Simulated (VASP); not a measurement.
Input of a VASP 6.6.1 run:

Contents of POSCAR:

```
HfO2
1.0
    5.1150000000      0.0000000000      0.0000000000
    0.0000000000     -5.1150000000      0.0000000000
    0.0000000000      0.0000000000     -5.1150000000
Hf O
4 8
Direct
    0.0000000000      0.5000000000      0.5000000000
    0.5000000000      0.0000000000      0.5000000000
    0.5000000000      0.5000000000      0.0000000000
    0.0000000000      0.0000000000      0.0000000000
    0.2500000000      0.2500000000      0.2500000000
    0.7500000000      0.7500000000      0.2500000000
    0.7500000000      0.2500000000      0.7500000000
    0.2500000000      0.7500000000      0.7500000000
    0.7500000000      0.7500000000      0.7500000000
    0.2500000000      0.2500000000      0.7500000000
    0.2500000000      0.7500000000      0.2500000000
    0.7500000000      0.2500000000      0.2500000000
```

Contents of INCAR.step1:

```
PREC = Accurate ; ENCUT = 520
ISMEAR = 0 ; SIGMA = 0.05
LREAL = F ; LASPH = T
NELM = 60 ; NBANDS = 56
GGA = PE ; ALGO = Normal
EDIFF = 1E-4 ; LWAVE = T
LCHARG = F
```

The input INCAR.step2:

```
PREC = Accurate ; ENCUT = 520
EDIFF = 1E-7 ; ISMEAR = 0
SIGMA = 0.05 ; LREAL = F
LASPH = T ; NELM = 60
ALGO = Normal ; ISIF = 2
LWAVE = F ; LCHARG = F
METAGGA = R2SCAN ; LMIXTAU = T
NBANDS = 56 ; ISTART = 1
```

File KPOINTS:

```
regular mesh
0
Gamma
  6 6 6
```

Potentials or basis: VASP PAW PBE potentials, release 64 (Hf_pv, O).

The run is started by

```sh
$ cat potpaw_PBE.64/Hf_pv/POTCAR potpaw_PBE.64/O/POTCAR > POTCAR
$ cp INCAR.step1 INCAR
$ mpirun -np 1 vasp_std > vasp.out
$ cp INCAR.step2 INCAR
$ mpirun -np 1 vasp_std > vasp.out
```

Task: Estimate the band gap on the k mesh.

Result: 4.21 eV.

Task: Estimate the pressure.

Result: -12.1 GPa.

Caveat: the PAW data sets were made with another functional, which shifts forces and pressure a little; spin-orbit coupling is left out, which moves the levels of the heavy elements. A k mesh can miss the band edges.
